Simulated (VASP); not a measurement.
## CdSiN2: relaxation of cell and atoms with LDA

The system is CdSiN2.

```
CELL_PARAMETERS angstrom
3.06296 0.00000 0.00000
0.00000 3.06296 0.00000
0.00000 0.00000 5.13817
ATOMIC_POSITIONS crystal
Cd 0.00000 0.00000 0.00000
N 0.00000 0.50000 0.31981
N 0.50000 0.00000 0.68019
Si 0.50000 0.50000 0.50000
```

- Program: VASP 6.6.1
- Task: relaxation of cell and atoms
- Functional: LDA
- Potentials or basis: VASP PAW LDA potentials, release 64 (Cd_sv_GW, N, Si)
- Cutoff: 600 eV
- k mesh: 8 × 8 × 4
- Occupations: fermi-dirac, width 0.02 eV
- Spin: no spin polarisation
- Dipole correction: no
- Further INCAR settings: ALGO = Normal; EDIFF = 1e-07; IBRION = 2; EDIFFG = -0.005; NSW = 80; ISIF = 3

The relaxed volume is 11.41 Å³/atom and the relaxed cell is a = 3.014 Å, b = 3.014 Å, c = 5.026 Å, α = 90.00°, β = 90.00°, γ = 90.00°. The space group after relaxing (to 0.1 Å) is P-4m2 (No. 115). The energy gained by relaxing is 21.4 meV/atom, the ionic steps are 14 and the pressure after relaxing is 0.0 GPa. The band gap on the k mesh is 1.38 eV (least direct gap 1.39 eV).

The path:
```tsv
step	energy change (eV)	largest force (eV/Å)	pressure (GPa)	volume (Å³)
1	0.0000	0.1044	-9.95	48.20
2	0.0163	0.4113	13.45	43.17
3	-0.0831	0.2519	-0.02	45.70
4	-0.0831	0.2545	0.20	45.66
5	-0.0856	0.0437	0.12	45.61
6	-0.0857	0.0001	0.13	45.62
7	-0.0857	0.0057	0.14	45.62
8	-0.0857	0.0070	-0.10	45.67
9	-0.0857	0.0071	-0.02	45.65
10	-0.0857	0.0069	-0.03	45.65
11	-0.0857	0.0062	0.05	45.64
12	-0.0857	0.0069	0.00	45.65
13	-0.0857	0.0068	0.00	45.65
14	-0.0857	0.0003	0.00	45.65
```

Final structure:
```
Cd N Si
1.0
     3.01391    0.00000    0.00000
     0.00000    3.01391    0.00000
     0.00000    0.00000    5.02560
Cd N Si
1 2 1
Direct
  0.00000 0.00000 0.00000
  0.00000 0.50000 0.31748
  0.50000 0.00000 0.68252
  0.50000 0.50000 0.50000
```

Levels at points of the mesh, in eV from the valence-band top:
| k point | band 13 | band 14 | band 15 | band 16 | band 17 | band 18 | band 19 | band 20 | band 21 |
| --- | --- | --- | --- | --- | --- | --- | --- | --- | --- |
| (0.00, 0.00, 0.00) | -4.03 | -4.03 | -2.55 | -0.01 | -0.01 | 1.38 | 4.37 | 6.38 | 10.83 |
| (0.50, 0.00, 0.00) | -5.05 | -3.38 | -3.22 | -3.18 | -0.13 | 4.19 | 5.46 | 5.49 | 9.32 |
| (0.50, 0.50, 0.00) | -5.11 | -3.85 | -2.50 | -2.50 | -1.79 | 2.83 | 2.83 | 6.73 | 7.30 |
| (0.00, 0.00, 0.50) | -3.81 | -3.62 | -3.62 | -0.52 | -0.52 | 3.80 | 4.04 | 4.41 | 8.10 |
| (0.50, 0.00, 0.50) | -5.38 | -3.25 | -1.89 | -1.42 | 0.00 | 3.36 | 4.18 | 6.24 | 8.95 |
| (0.50, 0.50, 0.50) | -4.59 | -4.43 | -3.53 | -3.53 | -1.92 | 5.58 | 5.58 | 7.63 | 7.63 |

It took 3.5 min on 1 thread of AMD EPYC 9R45 96-Core Processor (Zen 5) (shared host), peak memory 0.18 GiB.

A k mesh can miss the band edges.
